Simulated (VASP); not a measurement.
Crystal: LiMgZn3Cu4Si3.

```xyz
12
Lattice="4.2061 2.4284 0.0000 0.0000 4.8568 4.4865 4.2061 -2.4284 4.4865" Properties=species:S:1:pos:R:3 pbc="T T T"
Li    4.2075    5.6872    3.3965
Mg    4.1890    0.8080    3.3710
Si    2.8131    1.5978    5.6005
Si    1.3852    4.0308    5.6005
Si    5.6178    3.1943    7.8669
Cu    5.6160    1.6348    5.5973
Cu    4.2214    4.0335    5.6202
Cu    5.6396    3.2126    3.3350
Cu    2.8230    3.2216    3.3896
Zn    4.2402   -0.8457    5.6127
Zn    2.8259    1.6242    1.1014
Zn    7.0024    0.8117    3.3630
```

| Item | Value |
| --- | --- |
| Program | VASP 6.6.1 |
| Task | relaxation of cell and atoms |
| Functional | PBE |
| Potentials or basis | VASP PAW PBE potentials, release 64 (Li_sv, Mg, Si, Cu, Zn) |
| Cutoff | 750 eV |
| k mesh | 3 × 2 × 2, shifted |
| Occupations | gaussian, width 0.1 eV |
| Spin | no spin polarisation |

At the start: pressure -6.8 GPa; volume 15.27 Å³/atom.

Task: Where does the relaxation end?

Result: Over 62 steps the energy falls by 108.1 meV/atom and the volume is 14.47 Å³/atom (-5.3 %); space group P1 (No. 1, to 0.1 Å) before and after.

The path:
```tsv
step	energy change (eV)	largest force (eV/Å)	pressure (GPa)	volume (Å³)
1	0.0000	0.6805	-6.77	183.30
3	-0.6599	0.5982	1.79	163.11
5	-0.9218	0.4165	1.61	165.33
7	-0.9693	0.2827	-0.87	169.67
9	-0.9957	0.2135	-0.38	168.93
11	-1.0299	0.1629	0.30	168.40
13	-1.0739	0.1662	-0.21	171.00
15	-1.0994	0.2125	-0.78	173.36
17	-1.1241	0.1648	0.13	172.57
19	-1.1491	0.1194	-0.08	173.49
21	-1.1613	0.0902	-0.37	174.45
23	-1.1695	0.0857	0.07	173.88
25	-1.1783	0.0740	-0.06	174.25
27	-1.1833	0.0948	0.01	174.29
29	-1.1874	0.0783	0.10	174.13
31	-1.1939	0.1379	-0.12	174.45
33	-1.2116	0.1699	-0.09	174.36
35	-1.2205	0.1677	0.11	173.91
37	-1.2351	0.0829	-0.65	174.87
39	-1.2424	0.0822	0.17	173.06
41	-1.2494	0.0679	-0.08	173.34
43	-1.2546	0.0729	0.12	172.80
45	-1.2578	0.0674	-0.21	173.50
47	-1.2600	0.0536	0.19	172.79
49	-1.2636	0.1020	-0.19	173.57
51	-1.2682	0.0869	-0.13	173.51
53	-1.2779	0.1311	0.08	173.37
55	-1.2871	0.1066	0.00	173.70
57	-1.2927	0.0617	0.03	173.74
59	-1.2954	0.0481	0.04	173.70
61	-1.2971	0.0419	-0.01	173.77
62	-1.2973	0.0397	0.07	173.66
```

Final structure:
```cif
data_structure
_symmetry_space_group_name_H-M 'P 1'
_symmetry_Int_Tables_number 1
_cell_length_a 4.6710
_cell_length_b 6.4090
_cell_length_c 6.4334
_cell_angle_alpha 87.496
_cell_angle_beta 71.235
_cell_angle_gamma 72.536
_cell_volume 173.66
loop_
_atom_site_label
_atom_site_type_symbol
_atom_site_fract_x
_atom_site_fract_y
_atom_site_fract_z
_atom_site_occupancy
Li1 Li 0.90862 0.75292 0.12220 1
Mg1 Mg 0.51775 0.16406 0.49123 1
Si1 Si 0.03801 0.59744 0.60485 1
Si2 Si 0.18202 0.95913 0.30815 1
Si3 Si 0.50662 0.81938 0.88816 1
Cu1 Cu 0.50243 0.45643 0.78056 1
Cu2 Cu 0.50244 0.74559 0.52140 1
Cu3 Cu 0.95554 0.37658 0.35088 1
Cu4 Cu 0.44035 0.55765 0.21169 1
Zn1 Zn 0.98239 0.35363 0.94509 1
Zn2 Zn 0.48905 0.18610 0.05645 1
Zn3 Zn 0.97882 0.01315 0.74102 1
```

Caveat: the k points lie up to 0.52 Å⁻¹ apart in the final cell, too coarse for converged energies and pressures of a metal.
